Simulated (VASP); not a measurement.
# Ga (Cmce) in VASP: a series of runs

Ga is run at these levels: PBEsol; tasks: single point.

Everything below comes from runs of VASP 6.6.1. Logs are shortened: lines on timing, memory, paths and dates and some standing lists are left out, and cuts for length are marked.

## 1. The cell of the first run

It takes space group Cmce (No. 64, orthorhombic). Conventional cell: a = 4.511 Å, b = 7.645 Å, c = 4.381 Å, α = 90.00°, β = 90.00°, γ = 90.00°. Ga (site symmetry m) has 7 Ga at 2.43 to 2.79 Å within 3.2 Å.

## 2. Single point, PBEsol (zz strain of -3 %)

File INCAR:

```
SYSTEM = Ga
PREC = Accurate
ENCUT = 520
EDIFF = 1E-7
ISMEAR = -1
SIGMA = 0.05
LREAL = .False.
LASPH = .True.
NELM = 60
ALGO = Normal
ISIF = 2
LWAVE = .False.
LCHARG = .True.
GGA = PS
LELF = .True.
LVHAR = .True.
NBANDS = 34
```

File KPOINTS:

```
Automatic mesh
0
Gamma
  9 9 8
  0 0 0
```

File POSCAR:

```
Ga
1.0
    2.2553500000     -3.8224000000      0.0000000000
    2.2553500000      3.8224000000      0.0000000000
    0.0000000000      0.0000000000      4.3811990000
Ga
4
Direct
    0.1525000000      0.8475000000      0.0785000000
    0.6525000000      0.3475000000      0.4215000000
    0.8475000000      0.1525000000      0.9215000000
    0.3475000000      0.6525000000      0.5785000000
```

Potentials or basis: VASP PAW PBE potentials, release 64 (Ga_d).

Run with:

```console
cat potpaw_PBE.64/Ga_d/POTCAR > POTCAR
mpirun -np 1 vasp_std > vasp.out
```

OUTCAR:

```text
SYSTEM = Ga
   PREC = Accurate
   ENCUT = 520
   EDIFF = 1E-7
   ISMEAR = -1
   LREAL = .False.
   LASPH = .True.
   NELM = 60
   ISIF = 2
   GGA = PS

 ion  position               nearest neighbor table
   1  0.153  0.847  0.078-   3 2.43   4 2.65   4 2.65   2 2.71   2 2.71   3 2.79   3 2.79
   2  0.653  0.347  0.422-   4 2.43   3 2.65   3 2.65   1 2.71   1 2.71   4 2.79   4 2.79
   3  0.847  0.153  0.922-   1 2.43   2 2.65   2 2.65   4 2.71   4 2.71   1 2.79   1 2.79
   4  0.347  0.653  0.578-   2 2.43   1 2.65   1 2.65   3 2.71   3 2.71   2 2.79   2 2.79

  LATTYP: Found a base centered orthorhombic cell.
 ALAT       =     4.5107000000
 B/A-ratio  =     1.6948145521
 C/A-ratio  =     0.9712902654

  Lattice vectors:

 A1 = (   2.2553500000,  -3.8224000000,   0.0000000000)
 A2 = (   2.2553500000,   3.8224000000,   0.0000000000)
 A3 = (   0.0000000000,   0.0000000000,   4.3811990000)

Analysis of symmetry for initial positions (statically):
=====================================================================
 Subroutine PRICEL returns:
 Original cell was already a primitive cell.

 Routine SETGRP: Setting up the symmetry group for a
 base centered orthorhombic supercell.

 Subroutine GETGRP returns: Found  8 space group operations
 (whereof  4 operations were pure point group operations)
 out of a pool of  8 trial point group operations.

The static configuration has the point symmetry C_2h.
 The point group associated with its full space group is D_2h.

Analysis of symmetry for dynamics (positions and initial velocities):
=====================================================================
 Subroutine PRICEL returns:
 Original cell was already a primitive cell.

 Routine SETGRP: Setting up the symmetry group for a
 base centered orthorhombic supercell.

 Subroutine GETGRP returns: Found  8 space group operations
 (whereof  4 operations were pure point group operations)
 out of a pool of  8 trial point group operations.

The dynamic configuration has the point symmetry C_2h.
 The point group associated with its full space group is D_2h.

 Subroutine INISYM returns: Found  8 space group operations
 (whereof  4 operations are pure point group operations),
 and found     1 'primitive' translations

----------------------------------------------------------------------------------------

                                     Primitive cell

  volume of cell :      75.5393

  direct lattice vectors                    reciprocal lattice vectors
     2.255350000 -3.822400000  0.000000000     0.221695081 -0.130807869  0.000000000
     2.255350000  3.822400000  0.000000000     0.221695081  0.130807869  0.000000000
     0.000000000  0.000000000  4.381199000     0.000000000  0.000000000  0.228248021

  length of vectors
     4.438169148  4.438169148  4.381199000     0.257409028  0.257409028  0.228248021

  position of ions in fractional coordinates (direct lattice)
     0.152500000  0.847500000  0.078500000
     0.652500000  0.347500000  0.421500000
     0.847500000  0.152500000  0.921500000
     0.347500000  0.652500000  0.578500000

  ion indices of the primitive-cell ions
   primitive index   ion index
                 1           1
                 2           2
                 3           3
                 4           4

----------------------------------------------------------------------------------------

 KPOINTS: Automatic mesh

Automatic generation of k-mesh.
 Grid dimensions read from file:
 generate k-points for:    9    9    8

 Generating k-lattice:

  Cartesian coordinates                     Fractional coordinates (reciprocal lattice)
     0.024632787 -0.014534208  0.000000000     0.111111111  0.000000000  0.000000000
     0.024632787  0.014534208  0.000000000     0.000000000  0.111111111  0.000000000
     0.000000000  0.000000000  0.028531003     0.000000000  0.000000000  0.125000000

  Length of vectors
     0.028601003  0.028601003  0.028531003

  Shift w.r.t. Gamma in fractional coordinates (k-lattice)
     0.000000000  0.000000000  0.000000000

 Subroutine IBZKPT returns following result:
 ===========================================

 Found    125 irreducible k-points:

 Following reciprocal coordinates:
            Coordinates               Weight
  0.000000  0.000000  0.000000      1.000000
  0.111111  0.000000  0.000000      4.000000
  0.222222  0.000000  0.000000      4.000000
  0.333333  0.000000  0.000000      4.000000
  0.444444  0.000000  0.000000      4.000000
  0.111111  0.111111  0.000000      2.000000
[... 16 lines left out ...]
 -0.333333  0.333333  0.000000      2.000000
  0.444444  0.444444  0.000000      2.000000
 [... further k-points ...]
   k-points           NKPTS =    125   k-points in BZ     NKDIM =    125   number of bands    NBANDS=     34
   number of dos      NEDOS =    301   number of ions     NIONS =      4
   total plane-waves  NPLWV =  46656
   dimension x,y,z NGX =    36 NGY =   36 NGZ =   36
   dimension x,y,z NGXF=    72 NGYF=   72 NGZF=   72
   ions per type =               4
   NGX,Y,Z   is equivalent  to a cutoff of  13.48, 13.48, 13.66 a.u.
   NGXF,Y,Z  is equivalent  to a cutoff of  26.97, 26.97, 27.32 a.u.
 SYSTEM =  Ga
   PREC   = accura    normal or accurate (medium, high low for compatibility)
   ISTART =      0    job   : 0-new  1-cont  2-samecut
   ICHARG =      2    charge: 1-file 2-atom 10-const
   ISPIN  =      1    spin polarized calculation?
   LNONCOLLINEAR =      F non collinear calculations
   LSORBIT =      F    spin-orbit coupling
   LASPH  =      T    aspherical Exc in radial PAW
   ENCUT  =  520.0 eV  38.22 Ry    6.18 a.u.   8.25  8.25  8.15*2*pi/ulx,y,z
   NELM   =     60;   NELMIN=  2; NELMDL= -5     # of ELM steps
   EDIFF  = 0.1E-06   stopping-criterion for ELM
   LREAL  =      F    real-space projection
   EDIFFG = 0.1E-05   stopping-criterion for IOM
   NSW    =      0    number of steps for IOM
   IBRION =     -1    ionic relax: 0-MD 1-quasi-New 2-CG
   NFREE  =      0    steps in history (QN), initial steepest desc. (CG)
   ISIF   =      2    stress and relaxation
   ISYM   =      2    0-nonsym 1-usesym 2-fastsym
   POTIM  = 0.5000    time-step for ionic-motion
   TEBEG  =    0.0;   TEEND  =   0.0 temperature during run
   PSTRESS=    0.0 pullay stress
   NELECT =      52.0000    total number of electrons
   NUPDOWN=      -1.0000    fix difference up-down
   EMIN   =  10.00;   EMAX   =-10.00  energy-range for DOS
   EFERMI =   0.00;   METHOD = LEGACY
   ISMEAR =    -1;   SIGMA  =   0.05  broadening in eV -4-tet -1-fermi 0-gaus
   EFERMI_NEDOS =   21; number of points for ismear=-14 and -15
   IALGO  =     38    algorithm
   IMIX   =      4    mixing-type and parameters
     AMIX     =   0.40;   BMIX     =  1.00
     AMIX_MAG =   1.60;   BMIX_MAG =  1.00
  volume/ion in A,a.u.               =      18.88       127.44
  Fermi-wavevector in a.u.,A,eV,Ry     =   1.445501  2.731600 28.428990  2.089472
  Thomas-Fermi vector in A             =   2.563675
   LORBIT       =      0    0 simple, 1 ext, 2 COOP (PROOUT), +10 PAW based schemes
   GGA     = PS    functional components
   LHFCALC =     F    Hartree Fock is set to
   AEXX    =    0.0000 exact exchange contribution
   IVDW    =     0    specifies the selected vdW correction
   LEPSILON=     F    determine dielectric tensor
   LRPA    =     F    only Hartree local field effects (RPA)
 non-spin polarized calculation
  energy-cutoff  :      520.00
  volume of cell :       75.54
 maximum number of plane-waves:      2067
 NGX is ok and might be reduce to    36
   NGX = 17   NGY = 17   NGZ = 17

 number of electron      52.0000029 magnetization

 Free energy of the ion-electron system (eV)
  ---------------------------------------------------
  ext. energy  EPLUGINS =         0.00000000
  ---------------------------------------------------
  free energy    TOTEN  =       -13.37918147 eV

  energy without entropy =      -13.37145385  energy(sigma->0) =      -13.37531766

 E-fermi :   5.1514     XC(G=0): -10.9913

 val. band max:        5.1108847944   @ k =  -0.4444   0.3333   0.3750
 cond. band min:       5.1805822350   @ k =  -0.2222   0.1111   0.2500
 fundamental gap:      0.0696974406
 Fermi energy:         5.1514185341

 k-point     1 :       0.0000    0.0000    0.0000
  band No.  band energies     occupation
      1      -9.9517      2.00000
      2      -9.9330      2.00000
      3      -9.9312      2.00000
      4      -9.8962      2.00000
      5      -9.8405      2.00000
      6      -9.8179      2.00000
[... 26 lines left out ...]
     33      12.2291      0.00000
     34      12.6908      0.00000

 k-point     2 :       0.1111    0.0000    0.0000
  band No.  band energies     occupation
      1      -9.9457      2.00000
      2      -9.9416      2.00000
      3      -9.9260      2.00000
      4      -9.9034      2.00000
      5      -9.8319      2.00000
      6      -9.8170      2.00000
[... 26 lines left out ...]
     33      12.1207      0.00000
     34      13.0997      0.00000

 k-point     3 :       0.2222    0.0000    0.0000
  band No.  band energies     occupation
      1      -9.9455      2.00000
      2      -9.9289      2.00000
      3      -9.9282      2.00000
      4      -9.9183      2.00000
      5      -9.8318      2.00000
      6      -9.8018      2.00000
[... 26 lines left out ...]
     33      11.4792      0.00000
     34      12.6197      0.00000

 k-point     4 :       0.3333    0.0000    0.0000
  band No.  band energies     occupation
      1      -9.9464      2.00000
      2      -9.9339      2.00000
      3      -9.9244      2.00000
      4      -9.9033      2.00000
      5      -9.8463      2.00000
      6      -9.8260      2.00000
[... 26 lines left out ...]
     33      11.1991      0.00000
     34      12.4567      0.00000

 k-point     5 :       0.4444    0.0000    0.0000
  band No.  band energies     occupation
      1      -9.9482      2.00000
      2      -9.9440      2.00000
      3      -9.9016      2.00000
      4      -9.8820      2.00000
      5      -9.8604      2.00000
      6      -9.8589      2.00000
[... 621 lines left out ...]
 k-point    22 :      -0.4444    0.3333    0.0000
  band No.  band energies     occupation
      1     -10.0236      2.00000
      2      -9.9525      2.00000
      3      -9.9138      2.00000
      4      -9.8984      2.00000
      5      -9.8713      2.00000
      6      -9.8391      2.00000
[... 26 lines left out ...]
     33      12.0767      0.00000
     34      13.9121      0.00000

 k-point    23 :      -0.3333    0.3333    0.0000
  band No.  band energies     occupation
      1     -10.0103      2.00000
      2      -9.9559      2.00000
      3      -9.9019      2.00000
      4      -9.8912      2.00000
      5      -9.8655      2.00000
      6      -9.8649      2.00000
[... 26 lines left out ...]
     33      11.1803      0.00000
     34      12.8765      0.00000

 k-point    24 :       0.4444    0.4444    0.0000
  band No.  band energies     occupation
      1     -10.0365      2.00000
      2      -9.9401      2.00000
      3      -9.9377      2.00000
      4      -9.8937      2.00000
      5      -9.8892      2.00000
      6      -9.8098      2.00000
[... 26 lines left out ...]
     33      11.9778      0.00000
     34      13.0369      0.00000

 [... further k-points ...]

------------------------ aborting loop because EDIFF is reached ----------------------------------------

  FORCE on cell =-STRESS in cart. coord.  units (eV):
  Direction    XX          YY          ZZ          XY          YZ          ZX
  --------------------------------------------------------------------------------------
  -------------------------------------------------------------------------------------
  Total        0.0357825      0.4089810      0.4737349      0.0000000      0.0000000      0.0000000
  in kB        0.7589404      8.6744245     10.0478441      0.0000000      0.0000000      0.0000000
  external PRESSURE =       6.4937363 kB  Pullay stress =       0.0000000 kB

 VOLUME and BASIS-vectors are now :
 -----------------------------------------------------------------------------
  energy-cutoff  :      520.00
  volume of cell :       75.54
      direct lattice vectors                 reciprocal lattice vectors
     2.255350000 -3.822400000  0.000000000     0.221695081 -0.130807869  0.000000000
     2.255350000  3.822400000  0.000000000     0.221695081  0.130807869  0.000000000
     0.000000000  0.000000000  4.381199000     0.000000000  0.000000000  0.228248021

 POSITION                                       TOTAL-FORCE (eV/Angst)
 -----------------------------------------------------------------------------------
      2.25535      2.65657      0.34392         0.000000     -0.342505      0.090669
      2.25535     -1.16583      1.84668         0.000000     -0.342505     -0.090669
      2.25535     -2.65657      4.03727         0.000000      0.342505     -0.090669
      2.25535      1.16583      2.53452         0.000000      0.342505      0.090669
 -----------------------------------------------------------------------------------
    total drift:                                0.000000      0.000000     -0.000000

  FREE ENERGIE OF THE ION-ELECTRON SYSTEM (eV)
  ---------------------------------------------------
  free  energy   TOTEN  =       -13.3791814748 eV

  energy  without entropy=      -13.3714538524  energy(sigma->0) =      -13.37531766
```

Run time: 10 min. Hardware: 1 thread of Oxide Virtual Turin-like, shared host; peak memory 0.33 GiB.

What came out:

* Free energy: -13.3792 eV
* Pressure: 0.6 GPa
* Largest force: 0.354 eV/Å
* Band gap on the k mesh: zero (bands 26 and 27 overlap by 1.35 eV)

Forces on the atoms (eV/Å):
```
Ga   0.000 -0.343  0.091
Ga   0.000 -0.343 -0.091
Ga   0.000  0.343 -0.091
Ga   0.000  0.343  0.091
```

Caveat: the cell differs from its parent crystal (zz strain of -3 %); the PAW data sets were made with another functional, which shifts forces and pressure a little.

(Part 1 of 2 ends here.)

The gap in the log of VASP goes by the Fermi energy; the results here count the filled bands.